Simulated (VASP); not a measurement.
Set up this calculation in VASP 6.6.1, as the native input.

| Item | Value |
| --- | --- |
| Task | single point |
| Functional | PBE |
| Potentials or basis | VASP PAW PBE potentials, release 64 (Sn_d, P, W_sv) |
| Cutoff | 520 eV |
| k mesh | 3 × 3 × 3 |
| Occupations | gaussian, width 0.1 eV |
| Spin | no spin polarisation |
| Dipole correction | no |
| Further INCAR settings | ALGO = Normal; EDIFF = 1e-06; NBANDS = 46 |

The structure of Sn2PW3 lies in POSCAR:

```
Sn2PW3
1.0
    3.1276737400      1.8057632700      4.2557535800
   -3.1276737400      1.8057632700      4.2557535800
    0.0000000000     -3.6115265500      4.2557535800
Sn P W
2 1 3
Direct
    0.7514807600      0.7514807600      0.7514807600
    0.2485192400      0.2485192400      0.2485192400
    0.5000000000      0.5000000000      0.5000000000
    0.0000000000      0.0000000000      0.5000000000
    0.5000000000      0.0000000000      0.0000000000
    0.0000000000      0.5000000000      0.0000000000
```

The cell was generated, and may not be a known phase.

The input as run:

INCAR

```
PREC     = Accurate       # precision mode
ENCUT    = 520            # plane-wave cutoff, eV
EDIFF    = 1E-6           # SCF threshold, eV
ISMEAR   = 0              # smearing method
SIGMA    = 0.1            # smearing width, eV
LREAL    = False          # projectors in reciprocal space
LASPH    = True           # aspherical terms in the spheres
NELM     = 80             # most SCF steps
ALGO     = Normal         # electronic algorithm
ISIF     = 2              # what is computed and relaxed
LWAVE    = False          # write WAVECAR
LCHARG   = False          # write CHGCAR
GGA      = PE             # functional
NBANDS   = 46             # bands
```

KPOINTS

```
regular mesh
0
Gamma
  3 3 3
```

Potentials or basis: VASP PAW PBE potentials, release 64 (Sn_d, P, W_sv).

Launch:

```bash
$ cat potpaw_PBE.64/Sn_d/POTCAR potpaw_PBE.64/P/POTCAR potpaw_PBE.64/W_sv/POTCAR > POTCAR
$ mpirun -np 1 vasp_std > vasp.out
```

Results of the run:

* Pressure: 65.3 GPa
* Largest force: 26.743 eV/Å
* Band gap on the k mesh: zero (an odd number of electrons rules out a gap without spin polarisation)

Caveat: the k points lie up to 0.42 Å⁻¹ apart, too coarse for converged energies and pressures of a metal; spin-orbit coupling is left out, which moves the levels of the heavy elements; forces of over 1 eV/Å act on the atoms, so gaps and moduli don't describe the material at rest.

It took 68 s on 1 thread of Intel(R) Xeon(R) 6975P-C (Granite Rapids), with other jobs on the host, peak memory 0.26 GiB.
